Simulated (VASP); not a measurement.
A run of VASP 6.6.1:

INCAR

```
SYSTEM = WS2
  PREC = Accurate
  ENCUT = 520
  EDIFF = 1E-7
  ISMEAR = 0
  SIGMA = 0.05
  LREAL = .False.
  LASPH = .True.
  NELM = 100
  ALGO = Normal
  ISIF = 2
  LWAVE = .False.
  LCHARG = .True.
  GGA = PE
  IVDW = 12
  LELF = .True.
  LVHAR = .True.
  NBANDS = 35
```

File KPOINTS:

```
regular mesh
0
Gamma
  10 10 3
  0 0 0
```

File POSCAR:

```
WS2
1.0
   -3.1542061832      0.0000000000      0.0000000000
   -1.5771030916     -2.7316226834      0.0000000000
    0.0000000000      0.0000000000     13.6399091344
W S
2 4
Direct
    0.3333333333      0.3333333333      0.2225071482
    0.6666666667      0.6666666667      0.6675214447
    0.3333333333      0.3333333333      0.5520735402
    0.6666666667      0.6666666667      0.1070592438
    0.3333333333      0.3333333333      0.7829693491
    0.6666666667      0.6666666667      0.3379550527
```

Potentials or basis: VASP PAW PBE potentials, release 64 (W_sv, S).

Launch:

```bash
$ cat potpaw_PBE.64/W_sv/POTCAR potpaw_PBE.64/S/POTCAR > POTCAR
$ mpirun -np 1 vasp_std > vasp.out
```

Hardware: 1 thread of Intel(R) Xeon(R) 6975P-C (Granite Rapids), with other jobs on the host.

Q: How long does it take, and how much memory?

A: It took 75 s on 1 thread of Intel(R) Xeon(R) 6975P-C (Granite Rapids), on a shared host, peak memory 0.3 GiB. Counts: scf iterations 17, k points 36.
